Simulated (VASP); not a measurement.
A run of VASP 6.6.1:

INCAR

```
SYSTEM = Li3ClO
PREC = Accurate
ENCUT = 520
EDIFF = 1E-6
ISMEAR = 0
SIGMA = 0.01
LREAL = .FALSE.
LASPH = .TRUE.
NELM = 60
ALGO = Normal
ISIF = 2
LWAVE = .FALSE.
LCHARG = .TRUE.
GGA = PS
LELF = .TRUE.
LVHAR = .TRUE.
NBANDS = 19
```

File KPOINTS:

```
regular mesh
0
G
  5 5 5
  0 0 0
```

The input POSCAR:

```
Li3ClO
1.0
    3.9083370000      0.0000000000      0.0000000000
    0.0000000000      3.9083370000      0.0000000000
    0.0000000000      0.0000000000      3.9083370000
Li Cl O
3 1 1
Direct
    0.0000000000      0.5000000000      0.5051172660
    0.5000000000      0.0000000000      0.5000000000
    0.5000000000      0.5000000000      0.0000000000
    0.0000000000      0.0000000000      0.0000000000
    0.5000000000      0.5000000000      0.5000000000
```

Potentials or basis: VASP PAW PBE potentials, release 64 (Li_sv, Cl, O).

The run is started by

```bash
$ cat potpaw_PBE.64/Li_sv/POTCAR potpaw_PBE.64/Cl/POTCAR potpaw_PBE.64/O/POTCAR > POTCAR
$ mpirun -np 1 vasp_std > vasp.out
```

Hardware: 1 thread of AMD EPYC 7R43 64-Core Processor (Zen 3) (shared host).

Question: How long does it take, and how much memory?

Answer: Run time: 29 s on 1 thread of AMD EPYC 7R43 64-Core Processor (Zen 3), on a shared host, peak memory 0.14 GiB. Counts: scf iterations 14, k points 27.
